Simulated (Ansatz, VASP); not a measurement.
## PbS in VASP and in Ansatz

```
CELL_PARAMETERS angstrom
3.65366 0.00000 0.00000
0.00000 3.65366 0.00000
0.00000 0.00000 3.65366
ATOMIC_POSITIONS crystal
Pb 0.00000 0.00000 0.00000
S 0.50000 0.50000 0.50000
```

Alike in both runs: functional LDA; k mesh 7 × 7 × 7; occupations fermi-dirac, width 0.05 eV; no spin polarisation.

```csv
,VASP,Ansatz
version,VASP 6.6.1,Ansatz 0.2.0
potentials or method,"VASP PAW LDA potentials, release 64 (Pb_d, S)",Ansatz PAW
plane-wave cutoff (eV),520,420
valence electrons in the cell,20,20
task,single point,band structure
```

```tsv
	VASP	Ansatz	Ansatz less VASP
gap on the k mesh at the Fermi level (eV)	none	none	-
pressure (GPa)	-5.3	-5.3	0.00
```

LDA's correlation is that of Perdew and Zunger in VASP and of Perdew and Wang (1992) in Ansatz. A gap of «none» marks a metal or a gap that the smearing closes.

Spin-orbit coupling is off throughout.
